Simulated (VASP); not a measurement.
Input of a VASP 6.6.1 run:

INCAR

```
SYSTEM = Mg8HO8
PREC     = Accurate       ! precision mode
ENCUT    = 520            ! plane-wave cutoff, eV
EDIFF    = 1E-7           ! SCF threshold, eV
ISMEAR   = -1             ! smearing method
SIGMA    = 0.02           ! smearing width, eV
LREAL    = Auto         
LASPH    = .True.         ! aspherical terms in the spheres
NELM     = 60             ! most SCF steps
ALGO     = Normal         ! electronic algorithm
ISIF     = 2              ! what is computed and relaxed
LWAVE    = .False.        ! write WAVECAR
LCHARG   = .False.        ! write CHGCAR
GGA      = CA             ! functional
IBRION   = 2              ! ionic algorithm
NSW      = 80             ! ionic steps
EDIFFG   = -0.03          ! ionic threshold
NELECT   = 64.0
```

The input KPOINTS:

```
Automatic mesh
0
Gamma
  2 2 2
  0 0 0
```

Contents of POSCAR:

```
Mg8HO8
1.0
    0.0000000000      4.2993000000      4.2993000000
    4.2993000000      0.0000000000      4.2993000000
    4.2993000000      4.2993000000      0.0000000000
Mg O H
8 8 1
Direct
    0.0000000000      0.0000000000      0.0000000000
    0.0000000000      0.0000000000      0.5000000000
    0.0000000000      0.5000000000      0.0000000000
    0.0000000000      0.5000000000      0.5000000000
    0.5000000000      0.0000000000      0.0000000000
    0.5000000000      0.0000000000      0.5000000000
    0.5000000000      0.5000000000      0.0000000000
    0.5000000000      0.5000000000      0.5000000000
    0.2500000000      0.2500000000      0.2500000000
    0.2500000000      0.2500000000      0.7500000000
    0.2500000000      0.7500000000      0.2500000000
    0.2500000000      0.7500000000      0.7500000000
    0.7500000000      0.2500000000      0.2500000000
    0.7500000000      0.2500000000      0.7500000000
    0.7500000000      0.7500000000      0.2500000000
    0.7500000000      0.7500000000      0.7500000000
    0.1283864000      0.6300165000      0.1158859000
```

Potentials or basis: VASP PAW LDA potentials, release 64 (Mg, O, H).

Launch:

```console
$ cat potpaw_LDA.64/Mg/POTCAR potpaw_LDA.64/O/POTCAR potpaw_LDA.64/H/POTCAR > POTCAR
$ mpirun -np 1 vasp_std > vasp.out
```

Predict the energy gained by relaxing.

123.3 meV/atom.

Step by step:
| step | energy change (eV) | largest force (eV/Å) | pressure (GPa) |
| --- | --- | --- | --- |
| 1 | 0.0000 | 2.5068 | -21.17 |
| 3 | -0.7040 | 0.7400 | -21.39 |
| 5 | -0.7727 | 0.2760 | -21.32 |
| 7 | -0.8394 | 0.9264 | -20.97 |
| 9 | -0.8966 | 5.1657 | -14.34 |
| 11 | -1.2158 | 1.8335 | -17.49 |
| 13 | -1.2188 | 1.7396 | -17.38 |
| 15 | -1.2234 | 1.5760 | -17.20 |
| 17 | -1.2440 | 1.5580 | -17.24 |
| 19 | -1.3225 | 1.4777 | -17.41 |
| 21 | -1.5765 | 1.0137 | -17.87 |
| 23 | -1.7683 | 2.0293 | -17.80 |
| 25 | -1.8674 | 1.2523 | -18.91 |
| 27 | -1.9221 | 0.3865 | -18.83 |
| 29 | -1.9734 | 0.6743 | -18.77 |
| 31 | -1.9853 | 0.9487 | -18.65 |
| 33 | -2.0128 | 0.5429 | -19.14 |
| 35 | -2.0535 | 0.2788 | -19.25 |
| 37 | -2.0623 | 0.2980 | -19.27 |
| 39 | -2.0853 | 0.2874 | -19.12 |
| 41 | -2.0895 | 0.3057 | -19.26 |
| 43 | -2.0945 | 0.0785 | -19.17 |
| 45 | -2.0952 | 0.1031 | -19.15 |
| 47 | -2.0954 | 0.0465 | -19.18 |
| 49 | -2.0957 | 0.0213 | -19.18 |

Caveat: the k points lie up to 0.63 Å⁻¹ apart; the cell carries a net charge on a neutralising background, which shifts energy and pressure; the cell is charged against a uniform background, so pressure and absolute levels hang on convention.
